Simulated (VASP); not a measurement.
Here is a VASP 6.6.1 calculation.

POSCAR

```
PbS
1.0
    0.0000000000      2.5741681271      2.5741681271
    2.5741681271      0.0000000000      2.5741681271
    2.5741681271      2.5741681271      0.0000000000
Pb S
1 1
Direct
    0.0000000000      0.0000000000      0.0000000000
    0.5000000000      0.5000000000      0.5000000000
```

File INCAR.step1:

```
SYSTEM = PbS
  ALGO = Normal
  EDIFF = 1E-4
  ENCUT = 520
  GGA = PE
  ISMEAR = -1
  LASPH = .True.
  LCHARG = .False.
  LREAL = .False.
  LWAVE = .True.
  NBANDS = 17
  NELM = 100
  PREC = Accurate
  SIGMA = 0.05
```

File INCAR.step2:

```
SYSTEM = PbS
  ALGO = Normal
  EDIFF = 1E-6
  ENCUT = 520
  ISIF = 2
  ISMEAR = -1
  ISTART = 1
  LASPH = .True.
  LCHARG = .True.
  LELF = .True.
  LMIXTAU = .True.
  LREAL = .False.
  LVHAR = .True.
  LWAVE = .False.
  METAGGA = R2SCAN
  NBANDS = 17
  NELM = 100
  PREC = Accurate
  SIGMA = 0.05
```

The input KPOINTS:

```
k-points
0
Gamma
  12 12 12
  0 0 0
```

Potentials or basis: VASP PAW PBE potentials, release 64 (Pb_d, S).

The run is started by

```sh
$ cat potpaw_PBE.64/Pb_d/POTCAR potpaw_PBE.64/S/POTCAR > POTCAR
$ cp INCAR.step1 INCAR
$ mpirun -np 1 vasp_std > vasp.out
$ cp INCAR.step2 INCAR
$ mpirun -np 1 vasp_std > vasp.out
```

Problem. What does it give for the pressure?

Solution. 64.6 GPa.

Problem. Predict the band gap on the k mesh.

Solution. 0.12 eV (least direct gap 0.39 eV).

Caveat: the cell stands under pressure; the PAW data sets were made with another functional, which shifts forces and pressure a little; spin-orbit coupling is left out, which moves the levels of the heavy elements. A k mesh can miss the band edges.
